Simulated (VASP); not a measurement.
Write the native input for VASP 6.6.1 that does the following.

```yaml
Task: single point
Functional: r2SCAN
Potentials_or_basis: VASP PAW PBE potentials, release 64 (Al, Cu)
Cutoff: 520 eV
k_mesh: 16 × 16 × 16
Occupations: gaussian, width 0.15 eV
Spin: no spin polarisation
Dipole_correction: no
Further_INCAR_settings: ALGO = Normal; EDIFF = 1e-06; NBANDS = 14
```

The system is AlCu.

```
Al Cu
1.0
     2.99751    0.04496    0.00000
     0.04496    2.99751    0.00000
     0.00000    0.00000    2.99751
Al Cu
1 1
Direct
  0.00000 0.00000 0.00000
  0.50000 0.50000 0.50000
```

This cell differs from its parent crystal: strain +0.0300 x Voigt [0, 0, 0, 0, 0, 1].

The input as run:

POSCAR

```
AlCu
1.0
    2.9975090000      0.0449626350      0.0000000000
    0.0449626350      2.9975090000      0.0000000000
    0.0000000000      0.0000000000      2.9975090000
Al Cu
1 1
Direct
    0.0000000000      0.0000000000      0.0000000000
    0.5000000000      0.5000000000      0.5000000000
```

INCAR.step1

```
PREC = Accurate
ENCUT = 520
ISMEAR = 0
SIGMA = 0.15
LREAL = False
LASPH = True
NELM = 60
NBANDS = 14
GGA = PE
ALGO = Normal
EDIFF = 1E-4
LWAVE = True
LCHARG = False
```

INCAR.step2

```
PREC = Accurate
ENCUT = 520
EDIFF = 1E-6
ISMEAR = 0
SIGMA = 0.15
LREAL = False
LASPH = True
NELM = 60
ALGO = Normal
ISIF = 2
LWAVE = False
LCHARG = False
METAGGA = R2SCAN
LMIXTAU = True
NBANDS = 14
ISTART = 1
```

KPOINTS

```
regular mesh
0
Gamma
  16 16 16
```

Potentials or basis: VASP PAW PBE potentials, release 64 (Al, Cu).

Command:

```sh
$ cat potpaw_PBE.64/Al/POTCAR potpaw_PBE.64/Cu/POTCAR > POTCAR
$ cp INCAR.step1 INCAR
$ mpirun -np 1 vasp_std > vasp.out
$ cp INCAR.step2 INCAR
$ mpirun -np 1 vasp_std > vasp.out
```

It gave:

```yaml
Pressure: -4.7 GPa
Band_gap_on_the_k_mesh: zero (band 7 reaches 13.01 eV, above the bottom of band 8 at 8.12 eV)
```

Caveat: the cell differs from its parent crystal (strain +0.0300 x Voigt [0, 0, 0, 0, 0, 1]); the PAW data sets were made with another functional, which shifts forces and pressure a little.

Wall time 3.2 min on 1 thread of Intel(R) Xeon(R) 6975P-C (Granite Rapids) (shared host), peak memory 0.35 GiB.
